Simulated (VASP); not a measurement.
Runs of VASP 6.6.1 on SiGe. The structure is that of space group P6_3mc (No. 186), or close to it. The cells are those of the table. 

| task | cell | cutoff (eV) | gap on the mesh (eV) | pressure (GPa) |
| --- | --- | --- | --- | --- |
| relaxation of shape and atoms at fixed volume | relaxed from a = 3.735, b = 3.735, c = 6.185 Å, angles 90.0, 90.0, 120.0°, 4 atoms | 600 | 0.11 | 13.7 |
| single point | a = 3.940, b = 3.940, c = 6.508 Å, angles 90.0, 90.0, 120.0°, 4 atoms | 520 | 0.33 | -2.3 |
| single point | a = 3.979, b = 3.979, c = 6.572 Å, angles 90.0, 90.0, 120.0°, 4 atoms | 520 | 0.25 | (c) |
| single point | a = 3.862, b = 3.862, c = 6.379 Å, angles 90.0, 90.0, 120.0°, 4 atoms | 520 | 0.30 | (b) |
| single point | a = 3.784, b = 3.784, c = 6.250 Å, angles 90.0, 90.0, 120.0°, 4 atoms | 520 | 0.18 | 9.1 |
| single point | a = 3.891, b = 3.891, c = 6.572 Å, angles 90.0, 90.0, 120.0°, 4 atoms | 520 | 0.29 | -1.2 |
| relaxation of shape and atoms at fixed volume | relaxed from a = 4.028, b = 4.028, c = 6.648 Å, angles 90.0, 90.0, 120.0°, 4 atoms | 600 | 0.15 | -6.2 |
| single point | a = 3.823, b = 3.823, c = 6.315 Å, angles 90.0, 90.0, 120.0°, 4 atoms | 520 | 0.24 | 5.6 |
| single point | a = 3.904, b = 3.904, c = 6.451 Å, angles 90.0, 90.0, 120.0°, 4 atoms | 520 | (a) | -0.3 |

Alike in all rows: level PBEsol; potentials or basis VASP PAW PBE potentials, release 64 (Si, Ge_d); no spin polarisation; k mesh 12 × 12 × 6; smearing gaussian 0.02 eV.

Task: Fill in the values left out.

Result: (a) 0.35; (b) 2.6; (c) -4.2.

Caveats: the PAW data sets were made with another functional, which shifts forces and pressure a little.

A k mesh can miss the band edges, and the runs leave out spin-orbit coupling on Ge.
